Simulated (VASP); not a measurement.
# Ni (Fm-3m) in VASP: notebook

Runs on Ni. Level: PBE. Tasks: single point, relaxation of cell and atoms.

All numbers are computed with VASP 6.6.1; they aren't measurements. Logs are shortened: lines on timing, memory, paths and dates and some standing lists are left out, and cuts for length are marked.

### 1 The cell of the first run

It takes space group Fm-3m (No. 225, cubic). The conventional cell has a = 3.475 Å, b = 3.475 Å, c = 3.475 Å, α = 90.00°, β = 90.00°, γ = 90.00°. Ni (site symmetry m-3m) has 12 Ni at 2.46 Å within 3.2 Å.

### 2 Single point, PBE, collinear spin, ferromagnetic start

The input, INCAR:

```
ALGO = Normal
EDIFF = 1E-6
ENCUT = 520
GGA = PE
ISIF = 2
ISMEAR = 0
ISPIN = 2
LASPH = True
LCHARG = False
LMAXMIX = 4
LORBIT = 11
LREAL = False
LWAVE = False
MAGMOM = 2
NBANDS = 15
NELM = 150
PREC = Accurate
SIGMA = 0.1
```

The input, KPOINTS:

```
k-points
0
Gamma
  8 8 8
```

The input, POSCAR:

```
Ni
1.0
    0.0000000000      1.7375729300      1.7375729300
    1.7375729300      0.0000000000      1.7375729300
    1.7375729300      1.7375729300      0.0000000000
Ni
1
Direct
    0.0000000000      0.0000000000      0.0000000000
```

Potentials or basis: VASP PAW PBE potentials, release 64 (Ni).

Run with:

```bash
> cat potpaw_PBE.64/Ni/POTCAR > POTCAR
> mpirun -np 1 vasp_std > vasp.out
```

OUTCAR:

```text
EDIFF = 1E-6
   ENCUT = 520
   GGA = PE
   ISIF = 2
   ISMEAR = 0
   ISPIN = 2
   LASPH = True
   LORBIT = 11
   LREAL = False
   NELM = 150
   PREC = Accurate

 ion  position               nearest neighbor table
   1  0.000  0.000  0.000-

  LATTYP: Found a face centered cubic cell.
 ALAT       =     3.4751458600

  Lattice vectors:

 A1 = (   0.0000000000,   1.7375729300,   1.7375729300)
 A2 = (   1.7375729300,   0.0000000000,   1.7375729300)
 A3 = (   1.7375729300,   1.7375729300,   0.0000000000)

Analysis of symmetry for initial positions (statically):
=====================================================================
 Subroutine PRICEL returns:
 Original cell was already a primitive cell.

 Routine SETGRP: Setting up the symmetry group for a
 face centered cubic supercell.

 Subroutine GETGRP returns: Found 48 space group operations
 (whereof 48 operations were pure point group operations)
 out of a pool of 48 trial point group operations.

The static configuration has the point symmetry O_h .

Analysis of symmetry for dynamics (positions and initial velocities):
=====================================================================
 Subroutine PRICEL returns:
 Original cell was already a primitive cell.

 Routine SETGRP: Setting up the symmetry group for a
 face centered cubic supercell.

 Subroutine GETGRP returns: Found 48 space group operations
 (whereof 48 operations were pure point group operations)
 out of a pool of 48 trial point group operations.

The dynamic configuration has the point symmetry O_h .

Analysis of structural, dynamic, and magnetic symmetry:
=====================================================================
 Subroutine PRICEL returns:
 Original cell was already a primitive cell.

 Routine SETGRP: Setting up the symmetry group for a
 face centered cubic supercell.

 Subroutine GETGRP returns: Found 48 space group operations
 (whereof 48 operations were pure point group operations)
 out of a pool of 48 trial point group operations.

The overall configuration has the point symmetry O_h .

 Subroutine INISYM returns: Found 48 space group operations
 (whereof 48 operations are pure point group operations),
 and found     1 'primitive' translations

----------------------------------------------------------------------------------------

                                     Primitive cell

  volume of cell :      10.4920

  direct lattice vectors                    reciprocal lattice vectors
     0.000000000  1.737572930  1.737572930    -0.287757706  0.287757706  0.287757706
     1.737572930  0.000000000  1.737572930     0.287757706 -0.287757706  0.287757706
     1.737572930  1.737572930  0.000000000     0.287757706  0.287757706 -0.287757706

  length of vectors
     2.457299203  2.457299203  2.457299203     0.498410967  0.498410967  0.498410967

  position of ions in fractional coordinates (direct lattice)
     0.000000000  0.000000000  0.000000000

  ion indices of the primitive-cell ions
   primitive index   ion index
                 1           1

----------------------------------------------------------------------------------------

 KPOINTS: k-points

Automatic generation of k-mesh.
 Grid dimensions read from file:
 generate k-points for:    8    8    8

 Generating k-lattice:

  Cartesian coordinates                     Fractional coordinates (reciprocal lattice)
    -0.035969713  0.035969713  0.035969713     0.125000000  0.000000000  0.000000000
     0.035969713 -0.035969713  0.035969713     0.000000000  0.125000000  0.000000000
     0.035969713  0.035969713 -0.035969713     0.000000000  0.000000000  0.125000000

  Length of vectors
     0.062301371  0.062301371  0.062301371

  Shift w.r.t. Gamma in fractional coordinates (k-lattice)
     0.000000000  0.000000000  0.000000000

 Subroutine IBZKPT returns following result:
 ===========================================

 Found     29 irreducible k-points:

 Following reciprocal coordinates:
            Coordinates               Weight
  0.000000  0.000000  0.000000      1.000000
  0.125000  0.000000  0.000000      8.000000
  0.250000  0.000000  0.000000      8.000000
  0.375000  0.000000  0.000000      8.000000
  0.500000  0.000000  0.000000      4.000000
  0.125000  0.125000  0.000000      6.000000
[... 16 lines left out ...]
  0.500000  0.250000  0.125000     48.000000
 -0.375000  0.250000  0.125000     24.000000
 [... further k-points ...]
   k-points           NKPTS =     29   k-points in BZ     NKDIM =     29   number of bands    NBANDS=     15
   number of dos      NEDOS =    301   number of ions     NIONS =      1
   total plane-waves  NPLWV =   5832
   dimension x,y,z NGX =    18 NGY =   18 NGZ =   18
   dimension x,y,z NGXF=    36 NGYF=   36 NGZF=   36
   ions per type =               1
   NGX,Y,Z   is equivalent  to a cutoff of  12.18, 12.18, 12.18 a.u.
   NGXF,Y,Z  is equivalent  to a cutoff of  24.36, 24.36, 24.36 a.u.
 SYSTEM =  unknown system
   PREC   = accura    normal or accurate (medium, high low for compatibility)
   ISTART =      0    job   : 0-new  1-cont  2-samecut
   ICHARG =      2    charge: 1-file 2-atom 10-const
   ISPIN  =      2    spin polarized calculation?
   LNONCOLLINEAR =      F non collinear calculations
   LSORBIT =      F    spin-orbit coupling
   LASPH  =      T    aspherical Exc in radial PAW
   ENCUT  =  520.0 eV  38.22 Ry    6.18 a.u.   4.57  4.57  4.57*2*pi/ulx,y,z
   NELM   =    150;   NELMIN=  2; NELMDL= -5     # of ELM steps
   EDIFF  = 0.1E-05   stopping-criterion for ELM
   LREAL  =      F    real-space projection
   EDIFFG = 0.1E-04   stopping-criterion for IOM
   NSW    =      0    number of steps for IOM
   IBRION =     -1    ionic relax: 0-MD 1-quasi-New 2-CG
   NFREE  =      0    steps in history (QN), initial steepest desc. (CG)
   ISIF   =      2    stress and relaxation
   ISYM   =      2    0-nonsym 1-usesym 2-fastsym
   POTIM  = 0.5000    time-step for ionic-motion
   TEBEG  =    0.0;   TEEND  =   0.0 temperature during run
   PSTRESS=    0.0 pullay stress
   NELECT =      10.0000    total number of electrons
   NUPDOWN=      -1.0000    fix difference up-down
   EMIN   =  10.00;   EMAX   =-10.00  energy-range for DOS
   EFERMI =   0.00;   METHOD = LEGACY
   ISMEAR =     0;   SIGMA  =   0.10  broadening in eV -4-tet -1-fermi 0-gaus
   EFERMI_NEDOS =   21; number of points for ismear=-14 and -15
   IALGO  =     38    algorithm
   IMIX   =      4    mixing-type and parameters
     AMIX     =   0.40;   BMIX     =  1.00
     AMIX_MAG =   1.60;   BMIX_MAG =  1.00
  volume/ion in A,a.u.               =      10.49        70.80
  Fermi-wavevector in a.u.,A,eV,Ry     =   1.611097  3.044533 35.315755  2.595635
  Thomas-Fermi vector in A             =   2.706542
   LORBIT       =     11    0 simple, 1 ext, 2 COOP (PROOUT), +10 PAW based schemes
   GGA     = PE    functional components
   LHFCALC =     F    Hartree Fock is set to
   AEXX    =    0.0000 exact exchange contribution
   IVDW    =     0    specifies the selected vdW correction
   LEPSILON=     F    determine dielectric tensor
   LRPA    =     F    only Hartree local field effects (RPA)
 spin polarized calculation
 Gauss-broadening in eV      SIGMA  =   0.10
  energy-cutoff  :      520.00
  volume of cell :       10.49
 maximum number of plane-waves:       295
   NGX =  9   NGY =  9   NGZ =  9

 number of electron      10.0000000 magnetization       2.0000000

 number of electron       9.9999998 magnetization       0.6992506

 Free energy of the ion-electron system (eV)
  ---------------------------------------------------
  ext. energy  EPLUGINS =         0.00000000
  ---------------------------------------------------
  free energy    TOTEN  =        -5.46404847 eV

  energy without entropy =       -5.45465768  energy(sigma->0) =       -5.45935308

 E-fermi :   9.8904     XC(G=0): -13.4746

 val. band max:        9.8902102793   @ k =   0.5000   0.3750   0.1250
 cond. band min:       9.8938359304   @ k =   0.3750   0.3750   0.0000
 fundamental gap:      0.0036256511
 Fermi energy:         9.8903653516

 spin component 1

 k-point     1 :       0.0000    0.0000    0.0000
  band No.  band energies     occupation
      1       0.6234      1.00000
      2       7.3120      1.00000
      3       7.3120      1.00000
      4       7.3120      1.00000
      5       8.5428      1.00000
      6       8.5428      1.00000
      7      33.9257      0.00000
      8      38.0674      0.00000
      9      38.0674      0.00000
     10      38.0674      0.00000
     11      41.1211      0.00000
     12      41.1211      0.00000
     13      41.1211      0.00000
     14      44.0155      0.00000
     15      50.7181      0.00000

 k-point     2 :       0.1250    0.0000    0.0000
  band No.  band energies     occupation
      1       1.2424      1.00000
      2       7.1618      1.00000
      3       7.4379      1.00000
      4       7.4379      1.00000
      5       8.4980      1.00000
      6       8.4980      1.00000
      7      31.1231      0.00000
      8      35.0514      0.00000
      9      37.0561      0.00000
     10      37.0561      0.00000
     11      42.2080      0.00000
     12      42.6357      0.00000
     13      42.6357      0.00000
     14      47.3833      0.00000
     15      47.3833      0.00000
[... 365 lines left out ...]
      3       6.9880      1.00000
      4       8.1121      1.00000
      5       8.9082      1.00000
      6      11.0255      0.00000
      7      19.9823      0.00000
      8      25.6860      0.00000
      9      28.8977      0.00000
     10      36.5743      0.00000
     11      40.3832      0.00000
     12      45.0203      0.00000
     13      47.7989      0.00000
     14      52.8724      0.00000
     15      54.8569      0.00000

 k-point    24 :      -0.3750    0.2500    0.1250
  band No.  band energies     occupation
      1       5.7179      1.00000
      2       6.5946      1.00000
      3       7.2263      1.00000
      4       7.9814      1.00000
      5       9.1433      1.00000
      6      13.3134      0.00000
      7      16.1967      0.00000
      8      26.2197      0.00000
      9      27.2401      0.00000
     10      36.1535      0.00000
     11      40.4232      0.00000
     12      47.8697      0.00000
     13      50.4875      0.00000
     14      51.1780      0.00000
     15      52.4634      0.00000

 [... further k-points ...]

 spin component 2

 k-point     1 :       0.0000    0.0000    0.0000
  band No.  band energies     occupation
      1       0.6117      1.00000
      2       8.1312      1.00000
      3       8.1312      1.00000
      4       8.1312      1.00000
      5       9.2044      1.00000
      6       9.2044      1.00000
      7      33.7841      0.00000
      8      38.0666      0.00000
      9      38.0667      0.00000
     10      38.0667      0.00000
     11      41.2583      0.00000
     12      41.2583      0.00000
     13      41.2583      0.00000
     14      43.9017      0.00000
     15      50.9628      0.00000

 k-point     2 :       0.1250    0.0000    0.0000
  band No.  band energies     occupation
      1       1.2323      1.00000
      2       7.9577      1.00000
      3       8.2586      1.00000
      4       8.2586      1.00000
      5       9.1603      1.00000
      6       9.1603      1.00000
      7      31.1820      0.00000
      8      34.9623      0.00000
      9      37.1267      0.00000
     10      37.1267      0.00000
     11      42.1810      0.00000
     12      42.6751      0.00000
     13      42.6751      0.00000
     14      47.5978      0.00000
     15      47.5978      0.00000
[... 365 lines left out ...]
      3       7.6520      1.00000
      4       8.8015      1.00000
      5       9.7323      0.98730
      6      11.5999      0.00000
      7      20.2220      0.00000
      8      25.8096      0.00000
      9      29.0031      0.00000
     10      36.6168      0.00000
     11      40.4245      0.00000
     12      45.1380      0.00000
     13      47.7992      0.00000
     14      53.1086      0.00000
     15      55.7186      0.00000

 k-point    24 :      -0.3750    0.2500    0.1250
  band No.  band energies     occupation
      1       6.2709      1.00000
      2       7.0536      1.00000
      3       7.8780      1.00000
      4       8.6607      1.00000
      5      10.0018      0.05757
      6      13.6179      0.00000
      7      16.5842      0.00000
      8      26.3196      0.00000
      9      27.3760      0.00000
     10      36.1775      0.00000
     11      40.4869      0.00000
     12      47.8571      0.00000
     13      50.5769      0.00000
     14      51.3607      0.00000
     15      52.8564      0.00000

 [... further k-points ...]

------------------------ aborting loop because EDIFF is reached ----------------------------------------

  FORCE on cell =-STRESS in cart. coord.  units (eV):
  Direction    XX          YY          ZZ          XY          YZ          ZX
  --------------------------------------------------------------------------------------
  -------------------------------------------------------------------------------------
  Total        0.5449086      0.5449086      0.5449086      0.0000000      0.0000000      0.0000000
  in kB       83.2099231     83.2099231     83.2099231      0.0000000      0.0000000      0.0000000
  external PRESSURE =      83.2099231 kB  Pullay stress =       0.0000000 kB

 VOLUME and BASIS-vectors are now :
 -----------------------------------------------------------------------------
  energy-cutoff  :      520.00
  volume of cell :       10.49
      direct lattice vectors                 reciprocal lattice vectors
     0.000000000  1.737572930  1.737572930    -0.287757706  0.287757706  0.287757706
     1.737572930  0.000000000  1.737572930     0.287757706 -0.287757706  0.287757706
     1.737572930  1.737572930  0.000000000     0.287757706  0.287757706 -0.287757706

 POSITION                                       TOTAL-FORCE (eV/Angst)
 -----------------------------------------------------------------------------------
      0.00000      0.00000      0.00000         0.000000      0.000000      0.000000
 -----------------------------------------------------------------------------------
    total drift:                                0.000000     -0.000000      0.000000

  FREE ENERGIE OF THE ION-ELECTRON SYSTEM (eV)
  ---------------------------------------------------
  free  energy   TOTEN  =        -5.4640484724 eV

  energy  without entropy=       -5.4546576817  energy(sigma->0) =       -5.45935308

 total charge

# of ion       s       p       d       tot
------------------------------------------
    1        0.515   0.537   8.323   9.375

 magnetization (x)

# of ion       s       p       d       tot
------------------------------------------
    1       -0.003  -0.022   0.731   0.706
```

It took 5.8 s on 1 thread of AMD EPYC 9R45 (Zen 5), shared host; peak memory 0.09 GiB.

Results:

| Item | Value |
| --- | --- |
| Free energy | -5.4640 eV |
| Pressure | 8.3 GPa |
| Net moment | 0.70 μB per cell |
| Site moments | Ni +0.71 μB |
| Valence electrons inside the program's atomic spheres | Ni 9.38 |

Caveat: the k points lie up to 0.39 Å⁻¹ apart.

### 3 Single point, PBE, collinear spin, ferromagnetic start

This run uses another cell than the first one, of 10.90 Å³/atom, 1.039 times its volume.

The input, INCAR:

```
SYSTEM = Ni
PREC = Accurate
ENCUT = 520
EDIFF = 1E-6
ISMEAR = 0
SIGMA = 0.1
LREAL = .False.
LASPH = .True.
NELM = 150
ALGO = Normal
ISIF = 2
LWAVE = .False.
LCHARG = .True.
ISPIN = 2
MAGMOM = 0.81
LORBIT = 11
LMAXMIX = 4
GGA = PE
LELF = .True.
LVHAR = .True.
NBANDS = 15
```

The input, KPOINTS:

```
Automatic mesh
0
Gamma
  10 10 10
  0 0 0
```

The input, POSCAR:

```
Ni
1.0
    0.0000000000      1.7599725270      1.7599725270
    1.7599725270      0.0000000000      1.7599725270
    1.7599725270      1.7599725270      0.0000000000
Ni
1
Direct
    0.0000000000      0.0000000000      0.0000000000
```

Potentials or basis: VASP PAW PBE potentials, release 64 (Ni).

Run with:

```bash
> cat potpaw_PBE.64/Ni/POTCAR > POTCAR
> mpirun -np 1 vasp_std > vasp.out
```

It took 9.3 s on 1 thread of AMD EPYC 9R45 (Zen 5), shared host; peak memory 0.11 GiB.

The run converged. Its results:

```yaml
Free_energy: -5.4770 eV
Pressure: 0.2 GPa
Net_moment: 0.72 μB per cell
Site_moments: Ni +0.73 μB
Valence_electrons_inside_the_program's_atomic_spheres: Ni 9.30
```

Levels at points of the mesh, in eV from the Fermi level:
Spin up:
| k point | band 2 | band 3 | band 4 | band 5 | band 6 | band 7 | band 8 | band 9 |
| --- | --- | --- | --- | --- | --- | --- | --- | --- |
| (0.00, 0.00, 0.00) | -2.51 | -2.51 | -2.51 | -1.32 | -1.32 | 23.69 | 27.53 | 27.53 |
| (0.50, 0.00, 0.00) | -2.48 | -2.48 | -0.68 | -0.68 | -0.31 | 5.59 | 22.18 | 24.61 |
| (0.50, 0.50, 0.00) | -4.25 | -0.62 | -0.56 | -0.56 | 2.42 | 9.16 | 14.78 | 14.78 |
Spin down:
| k point | band 3 | band 4 | band 5 | band 6 | band 7 | band 8 |
| --- | --- | --- | --- | --- | --- | --- |
| (0.00, 0.00, 0.00) | -1.66 | -1.66 | -0.66 | -0.66 | 23.53 | 27.53 |
| (0.50, 0.00, 0.00) | -1.78 | -0.36 | 0.17 | 0.17 | 6.08 | 22.04 |
| (0.50, 0.50, 0.00) | 0.07 | 0.41 | 0.41 | 2.40 | 9.44 | 14.81 |

### 4 Relaxation of cell and atoms, PBE, collinear spin, ferromagnetic start

The input, INCAR:

```
SYSTEM = Ni
ALGO = Normal ; EDIFF = 1E-7
EDIFFG = -0.05 ; ENCUT = 600
GGA = PE ; IBRION = 2
ISIF = 3 ; ISMEAR = 0
ISPIN = 2 ; LASPH = .TRUE.
LCHARG = .FALSE. ; LMAXMIX = 4
LORBIT = 11 ; LREAL = .FALSE.
LWAVE = .FALSE. ; MAGMOM = 0.81
NELM = 150 ; NSW = 100
PREC = Accurate ; SIGMA = 0.1
```

The input, KPOINTS:

```
k-points
0
G
  10 10 10
  0 0 0
```

The input, POSCAR:

```
Ni
1.0
    0.0000000000      1.7375729300      1.7375729300
    1.7375729300      0.0000000000      1.7375729300
    1.7375729300      1.7375729300      0.0000000000
Ni
1
Direct
    0.0000000000      0.0000000000      0.0000000000
```

Run with:

```bash
> cat potpaw_PBE.64/Ni/POTCAR > POTCAR
> mpirun -np 1 vasp_std > vasp.out
```

Wall time 16 s (1 thread of AMD EPYC 9R45 (Zen 5), shared host); peak memory 0.11 GiB.

It converged, with:

* Free energy: -5.4764 eV
* Relaxed volume: 10.91 Å³/atom
* Relaxed cell: a = 2.490 Å, b = 2.490 Å, c = 2.490 Å, α = 60.00°, β = 60.00°, γ = 60.00°
* Space group after relaxing (to 0.05 Å): Fm-3m (No. 225)
* Energy gained by relaxing: 10.5 meV/atom
* Ionic steps: 3
* Pressure after relaxing: 0.0 GPa
* Net moment: 0.72 μB per cell
* Site moments: Ni +0.73 μB
* Valence electrons inside the program's atomic spheres: Ni 9.30

The path:
```tsv
step	energy change (eV)	largest force (eV/Å)	pressure (GPa)	volume (Å³)
1	0.0000	0.0000	8.42	10.49
2	-0.0005	0.0000	-7.03	11.35
3	-0.0105	0.0000	-0.01	10.91
```

Final structure:
```yaml
crystal:
  lattice:
    - [0.00000, 1.76048, 1.76048]
    - [1.76048, 0.00000, 1.76048]
    - [1.76048, 1.76048, 0.00000]
  atoms:
    - { symbol: Ni, position: [0.00000, 0.00000, 0.00000] }
```

Levels at points of the mesh, in eV from the Fermi level:
Spin up:
```tsv
k point	band 3	band 4	band 5	band 6	band 7	band 8
(0.00, 0.00, 0.00)	-2.51	-2.51	-1.33	-1.33	23.68	27.51
(0.50, 0.00, 0.00)	-2.48	-0.69	-0.69	-0.31	5.58	22.17
(0.50, 0.50, 0.00)	-0.62	-0.56	-0.56	2.42	9.15	14.77
```
Spin down:
| k point | band 2 | band 3 | band 4 | band 5 | band 6 | band 7 | band 8 | band 9 |
| --- | --- | --- | --- | --- | --- | --- | --- | --- |
| (0.00, 0.00, 0.00) | -1.66 | -1.66 | -1.66 | -0.66 | -0.66 | 23.53 | 27.51 | 27.51 |
| (0.50, 0.00, 0.00) | -1.78 | -1.78 | -0.35 | 0.17 | 0.17 | 6.07 | 22.04 | 24.71 |
| (0.50, 0.50, 0.00) | -3.55 | 0.07 | 0.41 | 0.41 | 2.40 | 9.44 | 14.80 | 14.80 |

(Part 1 of 2 ends here.)
